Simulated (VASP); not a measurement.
Here is a VASP 6.6.1 calculation.

File POSCAR:

```
C
1.0
   -2.3562356169      2.3562356169      2.5019821499
    2.3562356169     -2.3562356169      2.5019821499
    2.3562356169      2.3562356169     -2.5019821499
C
8
Direct
    0.3254551632      0.0000000000      0.0000000000
    0.6745448368      0.6745448368      0.6745448368
    0.0000000000      0.3254551632      0.0000000000
    0.0000000000      0.0000000000      0.3254551632
    0.0000000000      0.6745448368      0.0000000000
    0.3254551632      0.3254551632      0.3254551632
    0.6745448368      0.0000000000      0.0000000000
    0.0000000000      0.0000000000      0.6745448368
```

INCAR.step1

```
PREC = Accurate
ENCUT = 520
ISMEAR = 0
SIGMA = 0.05
LREAL = F
LASPH = T
NELM = 100
NBANDS = 26
GGA = PE
ALGO = Normal
EDIFF = 1E-4
LWAVE = T
LCHARG = F
```

File INCAR.step2:

```
PREC = Accurate
ENCUT = 520
EDIFF = 1E-6
ISMEAR = 0
SIGMA = 0.05
LREAL = F
LASPH = T
NELM = 100
ALGO = Normal
ISIF = 2
LWAVE = F
LCHARG = F
METAGGA = R2SCAN
LMIXTAU = T
NBANDS = 26
ISTART = 1
```

The input KPOINTS:

```
regular mesh
0
Gamma
  8 8 8
```

Potentials or basis: VASP PAW PBE potentials, release 64 (C).

The run is started by

```console
$ cat potpaw_PBE.64/C/POTCAR > POTCAR
$ cp INCAR.step1 INCAR
$ mpirun -np 1 vasp_std > vasp.out
$ cp INCAR.step2 INCAR
$ mpirun -np 1 vasp_std > vasp.out
```

Task: Estimate the largest force.

Result: 1.287 eV/Å.

Task: Predict the pressure.

Result: 13.1 GPa.

Forces on the atoms (eV/Å):
```
C   -0.749  0.749 -0.732
C   -0.749 -0.749  0.732
C    0.749 -0.749 -0.732
C    0.749  0.749  0.732
C   -0.749  0.749  0.732
C    0.749  0.749 -0.732
C    0.749 -0.749  0.732
C   -0.749 -0.749 -0.732
```

Caveat: the cell differs from its parent crystal (strain -0.030 along x and y, +0.030 along z); the stress differs along the axes, from -11 to 25 GPa; the PAW data sets were made with another functional, which shifts forces and pressure a little.
